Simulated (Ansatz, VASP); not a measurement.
One calculation of Hf, two programs

```
Hf
1.0
     0.00000    2.11696    2.11696
     2.11696    0.00000    2.11696
     2.11696    2.11696    0.00000
Hf
1
Cartesian
  0.0000 0.0000 0.0000
```

Change from the starting cell: volume scaled by 0.84, PAW files.

Alike in both runs: task single point; functional PBE; k mesh 16 × 16 × 16; occupations fermi-dirac, width 0.1 eV; no spin polarisation.

|  | VASP | Ansatz |
| --- | --- | --- |
| version | VASP 6.6.1 | Ansatz 0.2.0 |
| potentials or method | VASP PAW PBE potentials, release 64 (Hf_pv) | PAW with Ansatz's default frozen-core files, scalar-relativistic |
| plane-wave cutoff (eV) | 520 | 420 |
| valence electrons in the cell | 10 | 26 |

VASP gave:

```
pressure (GPa) : 23.1
```

Which values does Ansatz return?

Pressure (GPa): 23.6.

The functional is the same, so the differences come from potentials, cutoffs and numerics. VASP's potentials hold 10 valence electrons a cell and Ansatz's 26, so a difference there can come from the potentials and not from the codes.

Spin-orbit coupling is off throughout.
